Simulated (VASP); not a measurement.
Runs of VASP 6.6.1 on ZnO. The structure is that of space group P6_3mc (No. 186), or close to it. The cells are those of the table. 

```tsv
task	cell	gap on the mesh (eV)	pressure (GPa)
relaxation of shape and atoms at fixed volume	relaxed from a = 3.235, b = 3.235, c = 5.222 Å, angles 90.0, 90.0, 120.0°, 4 atoms	0.79	6.7
relaxation of shape and atoms at fixed volume	relaxed from a = 3.257, b = 3.257, c = 5.258 Å, angles 90.0, 90.0, 120.0°, 4 atoms	(a)	3.6
single point	a = 3.235, b = 3.235, c = 5.222 Å, angles 90.0, 90.0, 120.0°, 4 atoms	0.79	6.7
single point	a = 3.301, b = 3.301, c = 5.329 Å, angles 90.0, 90.0, 120.0°, 4 atoms	0.70	-1.8
```

Alike in all rows: level PBE; potentials or basis VASP PAW PBE potentials, release 64 (Zn, O); no spin polarisation; k mesh 12 × 12 × 8; smearing gaussian 0.05 eV.

Problem. Estimate the missing entries.

Solution. (a) 0.76.

Caveats: the relaxation stopped at its first step, so nothing moved (at least some runs); the cell stands under pressure (at least some runs).

A k mesh can miss the band edges.
